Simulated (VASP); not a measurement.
# Si (Fd-3m) in VASP: further runs

Runs on Si. Level: PBE. Tasks: single point.

Everything below comes from runs of VASP 6.6.1. Logs are shortened: lines on timing, memory, paths and dates and some standing lists are left out, and cuts for length are marked.

## 1. The cell of the first run

It takes space group Fd-3m (No. 227, cubic). Conventional cell: a = 5.316 Å, b = 5.316 Å, c = 5.316 Å, α = 90.00°, β = 90.00°, γ = 90.00°. Si (site symmetry -43m) has 4 Si at 2.30 Å within 3.0 Å.

## 2. Single point, PBE

File INCAR:

```
SYSTEM = Si
PREC = Accurate
ENCUT = 520
EDIFF = 1E-7
ISMEAR = 0
SIGMA = 0.01
LREAL = .False.
LASPH = .True.
NELM = 80
ALGO = Normal
ISIF = 2
LWAVE = .False.
LCHARG = .False.
GGA = PE
NBANDS = 11
```

File KPOINTS:

```
regular mesh
0
Gamma
  6 6 6
  0 0 0
```

File POSCAR:

```
Si
1.0
    0.0000000000      2.6581656812      2.6581656812
    2.6581656812      0.0000000000      2.6581656812
    2.6581656812      2.6581656812      0.0000000000
Si
2
Direct
    0.7500000000      0.7500000000      0.7500000000
    0.5000000000      0.5000000000      0.5000000000
```

Potentials or basis: VASP PAW PBE potentials, release 64 (Si).

Launch:

```
cat potpaw_PBE.64/Si/POTCAR > POTCAR
mpirun -np 1 vasp_std > vasp.out
```

OUTCAR:

```text
SYSTEM = Si
   PREC = Accurate
   ENCUT = 520
   EDIFF = 1E-7
   ISMEAR = 0
   LREAL = .False.
   LASPH = .True.
   NELM = 80
   ISIF = 2
   GGA = PE

 ion  position               nearest neighbor table
   1  0.750  0.750  0.750-   2 2.30   2 2.30   2 2.30   2 2.30
   2  0.500  0.500  0.500-   1 2.30   1 2.30   1 2.30   1 2.30

  LATTYP: Found a face centered cubic cell.
 ALAT       =     5.3163313624

  Lattice vectors:

 A1 = (   0.0000000000,   2.6581656812,   2.6581656812)
 A2 = (   2.6581656812,   0.0000000000,   2.6581656812)
 A3 = (   2.6581656812,   2.6581656812,   0.0000000000)

Analysis of symmetry for initial positions (statically):
=====================================================================
 Subroutine PRICEL returns:
 Original cell was already a primitive cell.

 Routine SETGRP: Setting up the symmetry group for a
 face centered cubic supercell.

 Subroutine GETGRP returns: Found 48 space group operations
 (whereof 24 operations were pure point group operations)
 out of a pool of 48 trial point group operations.

The static configuration has the point symmetry T_d .
 The point group associated with its full space group is O_h .

Analysis of symmetry for dynamics (positions and initial velocities):
=====================================================================
 Subroutine PRICEL returns:
 Original cell was already a primitive cell.

 Routine SETGRP: Setting up the symmetry group for a
 face centered cubic supercell.

 Subroutine GETGRP returns: Found 48 space group operations
 (whereof 24 operations were pure point group operations)
 out of a pool of 48 trial point group operations.

The dynamic configuration has the point symmetry T_d .
 The point group associated with its full space group is O_h .

 Subroutine INISYM returns: Found 48 space group operations
 (whereof 24 operations are pure point group operations),
 and found     1 'primitive' translations

----------------------------------------------------------------------------------------

                                     Primitive cell

  volume of cell :      37.5644

  direct lattice vectors                    reciprocal lattice vectors
     0.000000000  2.658165681  2.658165681    -0.188099637  0.188099637  0.188099637
     2.658165681  0.000000000  2.658165681     0.188099637 -0.188099637  0.188099637
     2.658165681  2.658165681  0.000000000     0.188099637  0.188099637 -0.188099637

  length of vectors
     3.759213957  3.759213957  3.759213957     0.325798128  0.325798128  0.325798128

  position of ions in fractional coordinates (direct lattice)
     0.750000000  0.750000000  0.750000000
     0.500000000  0.500000000  0.500000000

  ion indices of the primitive-cell ions
   primitive index   ion index
                 1           1
                 2           2

----------------------------------------------------------------------------------------

 KPOINTS: regular mesh

Automatic generation of k-mesh.
 Grid dimensions read from file:
 generate k-points for:    6    6    6

 Generating k-lattice:

  Cartesian coordinates                     Fractional coordinates (reciprocal lattice)
    -0.031349940  0.031349940  0.031349940     0.166666667  0.000000000  0.000000000
     0.031349940 -0.031349940  0.031349940     0.000000000  0.166666667  0.000000000
     0.031349940  0.031349940 -0.031349940     0.000000000  0.000000000  0.166666667

  Length of vectors
     0.054299688  0.054299688  0.054299688

  Shift w.r.t. Gamma in fractional coordinates (k-lattice)
     0.000000000  0.000000000  0.000000000

 Subroutine IBZKPT returns following result:
 ===========================================

 Found     16 irreducible k-points:

 Following reciprocal coordinates:
            Coordinates               Weight
  0.000000  0.000000  0.000000      1.000000
  0.166667  0.000000  0.000000      8.000000
  0.333333  0.000000  0.000000      8.000000
  0.500000  0.000000  0.000000      4.000000
  0.166667  0.166667  0.000000      6.000000
  0.333333  0.166667  0.000000     24.000000
[... 8 lines left out ...]
 -0.333333  0.333333  0.166667     24.000000
 -0.333333  0.500000  0.166667     12.000000
   k-points           NKPTS =     16   k-points in BZ     NKDIM =     16   number of bands    NBANDS=     11
   number of dos      NEDOS =    301   number of ions     NIONS =      2
   total plane-waves  NPLWV =  21952
   dimension x,y,z NGX =    28 NGY =   28 NGZ =   28
   dimension x,y,z NGXF=    56 NGYF=   56 NGZF=   56
   ions per type =               2
   NGX,Y,Z   is equivalent  to a cutoff of  12.38, 12.38, 12.38 a.u.
   NGXF,Y,Z  is equivalent  to a cutoff of  24.77, 24.77, 24.77 a.u.
 SYSTEM =  Si
   PREC   = accura    normal or accurate (medium, high low for compatibility)
   ISTART =      0    job   : 0-new  1-cont  2-samecut
   ICHARG =      2    charge: 1-file 2-atom 10-const
   ISPIN  =      1    spin polarized calculation?
   LNONCOLLINEAR =      F non collinear calculations
   LSORBIT =      F    spin-orbit coupling
   LASPH  =      T    aspherical Exc in radial PAW
   ENCUT  =  520.0 eV  38.22 Ry    6.18 a.u.   6.99  6.99  6.99*2*pi/ulx,y,z
   NELM   =     80;   NELMIN=  2; NELMDL= -5     # of ELM steps
   EDIFF  = 0.1E-06   stopping-criterion for ELM
   LREAL  =      F    real-space projection
   EDIFFG = 0.1E-05   stopping-criterion for IOM
   NSW    =      0    number of steps for IOM
   IBRION =     -1    ionic relax: 0-MD 1-quasi-New 2-CG
   NFREE  =      0    steps in history (QN), initial steepest desc. (CG)
   ISIF   =      2    stress and relaxation
   ISYM   =      2    0-nonsym 1-usesym 2-fastsym
   POTIM  = 0.5000    time-step for ionic-motion
   TEBEG  =    0.0;   TEEND  =   0.0 temperature during run
   PSTRESS=    0.0 pullay stress
   NELECT =       8.0000    total number of electrons
   NUPDOWN=      -1.0000    fix difference up-down
   EMIN   =  10.00;   EMAX   =-10.00  energy-range for DOS
   EFERMI =   0.00;   METHOD = LEGACY
   ISMEAR =     0;   SIGMA  =   0.01  broadening in eV -4-tet -1-fermi 0-gaus
   EFERMI_NEDOS =   21; number of points for ismear=-14 and -15
   IALGO  =     38    algorithm
   IMIX   =      4    mixing-type and parameters
     AMIX     =   0.40;   BMIX     =  1.00
     AMIX_MAG =   1.60;   BMIX_MAG =  1.00
  volume/ion in A,a.u.               =      18.78       126.75
  Fermi-wavevector in a.u.,A,eV,Ry     =   0.977641  1.847474 13.004205  0.955782
  Thomas-Fermi vector in A             =   2.108354
   LORBIT       =      0    0 simple, 1 ext, 2 COOP (PROOUT), +10 PAW based schemes
   GGA     = PE    functional components
   LHFCALC =     F    Hartree Fock is set to
   AEXX    =    0.0000 exact exchange contribution
   IVDW    =     0    specifies the selected vdW correction
   LEPSILON=     F    determine dielectric tensor
   LRPA    =     F    only Hartree local field effects (RPA)
 non-spin polarized calculation
 Gauss-broadening in eV      SIGMA  =   0.01
  energy-cutoff  :      520.00
  volume of cell :       37.56
 maximum number of plane-waves:      1020
   NGX = 13   NGY = 13   NGZ = 13

 number of electron       8.0000000 magnetization

 Free energy of the ion-electron system (eV)
  ---------------------------------------------------
  ext. energy  EPLUGINS =         0.00000000
  ---------------------------------------------------
  free energy    TOTEN  =       -10.73745787 eV

  energy without entropy =      -10.73745787  energy(sigma->0) =      -10.73745787

 E-fermi :   6.6056     XC(G=0):  -9.6563

 val. band max:        6.4999347586   @ k =   0.0000   0.0000   0.0000
 cond. band min:       7.0713706409   @ k =   0.5000   0.5000   0.0000
 fundamental gap:      0.5714358824
 Fermi energy:         6.6056445632

 k-point     1 :       0.0000    0.0000    0.0000
  band No.  band energies     occupation
      1      -5.9113      2.00000
      2       6.4999      2.00000
      3       6.4999      2.00000
      4       6.4999      2.00000
      5       9.0852      0.00000
      6       9.0852      0.00000
      7       9.0852      0.00000
      8      10.6273      0.00000
      9      14.2443      0.00000
     10      14.2443      0.00000
     11      14.7188      0.00000

 k-point     2 :       0.1667    0.0000    0.0000
  band No.  band energies     occupation
      1      -5.5296      2.00000
      2       4.0623      2.00000
      3       6.0221      2.00000
      4       6.0221      2.00000
      5       9.0436      0.00000
      6       9.7686      0.00000
      7       9.7686      0.00000
      8      12.5495      0.00000
      9      13.5765      0.00000
     10      13.5765      0.00000
     11      15.8637      0.00000

 k-point     3 :       0.3333    0.0000    0.0000
  band No.  band energies     occupation
      1      -4.4505      2.00000
      2       0.9671      2.00000
      3       5.4500      2.00000
      4       5.4500      2.00000
      5       8.4866      0.00000
      6      10.0092      0.00000
      7      10.0092      0.00000
      8      14.5740      0.00000
      9      14.5740      0.00000
     10      14.5841      0.00000
     11      16.1336      0.00000

 k-point     4 :       0.5000    0.0000    0.0000
  band No.  band energies     occupation
      1      -3.4125      2.00000
      2      -0.7819      2.00000
      3       5.2462      2.00000
      4       5.2462      2.00000
      5       8.2652      0.00000
      6       9.7992      0.00000
      7       9.7992      0.00000
      8      14.3025      0.00000
      9      17.2094      0.00000
     10      17.2094      0.00000
     11      18.2317      0.00000
[... 127 lines left out ...]
 k-point    14 :       0.5000    0.3333    0.1667
  band No.  band energies     occupation
      1      -3.4844      2.00000
      2       0.7513      2.00000
      3       2.6916      2.00000
      4       4.0510      2.00000
      5       9.3750      0.00000
      6      10.1682      0.00000
      7      10.9247      0.00000
      8      13.8151      0.00000
      9      15.8060      0.00000
     10      16.7742      0.00000
     11      19.9906      0.00000

 k-point    15 :      -0.3333    0.3333    0.1667
  band No.  band energies     occupation
      1      -2.4205      2.00000
      2      -0.5376      2.00000
      3       2.2371      2.00000
      4       3.5434      2.00000
      5       9.8151      0.00000
      6      10.1727      0.00000
      7      12.7164      0.00000
      8      13.2689      0.00000
      9      14.3482      0.00000
     10      17.9460      0.00000
     11      18.9464      0.00000

 k-point    16 :      -0.3333    0.5000    0.1667
  band No.  band energies     occupation
      1      -1.3867      2.00000
      2      -1.3867      2.00000
      3       2.5979      2.00000
      4       2.5979      2.00000
      5       9.2315      0.00000
      6       9.2315      0.00000
      7      13.4947      0.00000
      8      13.4947      0.00000
      9      17.4636      0.00000
     10      17.4636      0.00000
     11      19.9830      0.00000

------------------------ aborting loop because EDIFF is reached ----------------------------------------

  FORCE on cell =-STRESS in cart. coord.  units (eV):
  Direction    XX          YY          ZZ          XY          YZ          ZX
  --------------------------------------------------------------------------------------
  -------------------------------------------------------------------------------------
  Total        2.1433818      2.1433818      2.1433818      0.0000000      0.0000000     -0.0000000
  in kB       91.4184762     91.4184762     91.4184762      0.0000000      0.0000000     -0.0000000
  external PRESSURE =      91.4184762 kB  Pullay stress =       0.0000000 kB

 VOLUME and BASIS-vectors are now :
 -----------------------------------------------------------------------------
  energy-cutoff  :      520.00
  volume of cell :       37.56
      direct lattice vectors                 reciprocal lattice vectors
     0.000000000  2.658165681  2.658165681    -0.188099637  0.188099637  0.188099637
     2.658165681  0.000000000  2.658165681     0.188099637 -0.188099637  0.188099637
     2.658165681  2.658165681  0.000000000     0.188099637  0.188099637 -0.188099637

 POSITION                                       TOTAL-FORCE (eV/Angst)
 -----------------------------------------------------------------------------------
      3.98725      3.98725      3.98725         0.000000     -0.000000     -0.000000
      2.65817      2.65817      2.65817        -0.000000      0.000000      0.000000
 -----------------------------------------------------------------------------------
    total drift:                               -0.000000      0.000000     -0.000000

  FREE ENERGIE OF THE ION-ELECTRON SYSTEM (eV)
  ---------------------------------------------------
  free  energy   TOTEN  =       -10.7374578651 eV

  energy  without entropy=      -10.7374578651  energy(sigma->0) =      -10.73745787
```

Wall time 3.4 s (1 thread of Intel Xeon 6975P-C (Granite Rapids), shared host); peak memory 0.14 GiB.

Results:

```yaml
Free_energy: -10.7375 eV
Pressure: 9.1 GPa
Band_gap_on_the_k_mesh: 0.57 eV, indirect (least direct gap 2.59 eV)
```

## 3. Single point, PBE

This run uses another cell than the first one, of 19.18 Å³/atom, 1.021 times its volume.

File INCAR:

```
SYSTEM = Si
PREC     = Accurate       ! precision mode
ENCUT    = 520            ! plane-wave cutoff, eV
EDIFF    = 1E-7           ! SCF threshold, eV
ISMEAR   = 0              ! smearing method
SIGMA    = 0.01           ! smearing width, eV
LREAL    = .FALSE.        ! projectors in reciprocal space
LASPH    = .TRUE.         ! aspherical terms in the spheres
NELM     = 60             ! most SCF steps
ALGO     = Normal         ! electronic algorithm
ISIF     = 2              ! what is computed and relaxed
LWAVE    = .FALSE.        ! write WAVECAR
LCHARG   = .FALSE.        ! write CHGCAR
GGA      = PE             ! functional
NBANDS   = 11             ! bands
```

File KPOINTS:

```
regular mesh
0
G
  6 6 6
  0 0 0
```

File POSCAR:

```
Si
1.0
    0.0000000000      2.6768857746      2.6768857746
    2.6768857746      0.0000000000      2.6768857746
    2.6768857746      2.6768857746      0.0000000000
Si
2
Direct
    0.7500000000      0.7500000000      0.7500000000
    0.5000000000      0.5000000000      0.5000000000
```

Potentials or basis: VASP PAW PBE potentials, release 64 (Si).

Launch:

```
cat potpaw_PBE.64/Si/POTCAR > POTCAR
mpirun -np 1 vasp_std > vasp.out
```

OUTCAR:

```text
SYSTEM = Si
   PREC = Accurate
   ENCUT = 520
   EDIFF = 1E-7
   ISMEAR = 0
   LREAL = .FALSE.
   LASPH = .TRUE.
   NELM = 60
   ISIF = 2
   GGA = PE

 ion  position               nearest neighbor table
   1  0.750  0.750  0.750-   2 2.32   2 2.32   2 2.32   2 2.32
   2  0.500  0.500  0.500-   1 2.32   1 2.32   1 2.32   1 2.32

  LATTYP: Found a face centered cubic cell.
 ALAT       =     5.3537715492

  Lattice vectors:

 A1 = (   0.0000000000,   2.6768857746,   2.6768857746)
 A2 = (   2.6768857746,   0.0000000000,   2.6768857746)
 A3 = (   2.6768857746,   2.6768857746,   0.0000000000)

Analysis of symmetry for initial positions (statically):
=====================================================================
 Subroutine PRICEL returns:
 Original cell was already a primitive cell.

 Routine SETGRP: Setting up the symmetry group for a
 face centered cubic supercell.

 Subroutine GETGRP returns: Found 48 space group operations
 (whereof 24 operations were pure point group operations)
 out of a pool of 48 trial point group operations.

The static configuration has the point symmetry T_d .
 The point group associated with its full space group is O_h .
[... 163 lines left out ...]
      2       6.2760      2.00000
      3       6.2760      2.00000
      4       6.2760      2.00000
      5       8.8544      0.00000
      6       8.8544      0.00000
      7       8.8544      0.00000
      8      10.1518      0.00000
      9      14.0118      0.00000
     10      14.0118      0.00000
     11      14.4080      0.00000
[... 197 lines left out ...]
 k-point    16 :      -0.3333    0.5000    0.1667
  band No.  band energies     occupation
      1      -1.5457      2.00000
      2      -1.5457      2.00000
      3       2.4609      2.00000
      4       2.4609      2.00000
      5       9.0141      0.00000
      6       9.0141      0.00000
      7      13.1953      0.00000
      8      13.1953      0.00000
      9      17.1110      0.00000
     10      17.1110      0.00000
     11      19.5831      0.00000

------------------------ aborting loop because EDIFF is reached ----------------------------------------

  FORCE on cell =-STRESS in cart. coord.  units (eV):
  Direction    XX          YY          ZZ          XY          YZ          ZX
  --------------------------------------------------------------------------------------
  -------------------------------------------------------------------------------------
  Total        1.5780735      1.5780735      1.5780735     -0.0000000      0.0000000     -0.0000000
  in kB       65.9049879     65.9049879     65.9049879     -0.0000000      0.0000000     -0.0000000
  external PRESSURE =      65.9049879 kB  Pullay stress =       0.0000000 kB

 VOLUME and BASIS-vectors are now :
 -----------------------------------------------------------------------------
  energy-cutoff  :      520.00
  volume of cell :       38.36
      direct lattice vectors                 reciprocal lattice vectors
     0.000000000  2.676885775  2.676885775    -0.186784212  0.186784212  0.186784212
     2.676885775  0.000000000  2.676885775     0.186784212 -0.186784212  0.186784212
     2.676885775  2.676885775  0.000000000     0.186784212  0.186784212 -0.186784212

 POSITION                                       TOTAL-FORCE (eV/Angst)
 -----------------------------------------------------------------------------------
      4.01533      4.01533      4.01533         0.000000      0.000000      0.000000
      2.67689      2.67689      2.67689        -0.000000     -0.000000     -0.000000
 -----------------------------------------------------------------------------------
    total drift:                                0.000000      0.000000     -0.000000

  FREE ENERGIE OF THE ION-ELECTRON SYSTEM (eV)
  ---------------------------------------------------
  free  energy   TOTEN  =       -10.7766392122 eV

  energy  without entropy=      -10.7766392122  energy(sigma->0) =      -10.77663921
```

stdout:

```text
POSCAR found type information on POSCAR Si
 POSCAR found :  1 types and       2 ions
 scaLAPACK will be used
 LDA part: xc-table for (Slater+PW92), standard interpolation
 POSCAR, INCAR and KPOINTS ok, starting setup
 FFT: planning ... GRIDC
 FFT: planning ... GRID_SOFT
 FFT: planning ... GRID
 WAVECAR not read
 entering main loop
```

It took 3.5 s on 1 thread of Intel Xeon 6975P-C (Granite Rapids), shared host; peak memory 0.14 GiB.

What came out:

```
Free energy            : -10.7766 eV
Pressure               : 6.6 GPa
Band gap on the k mesh : 0.62 eV, indirect (least direct gap 2.58 eV)
```
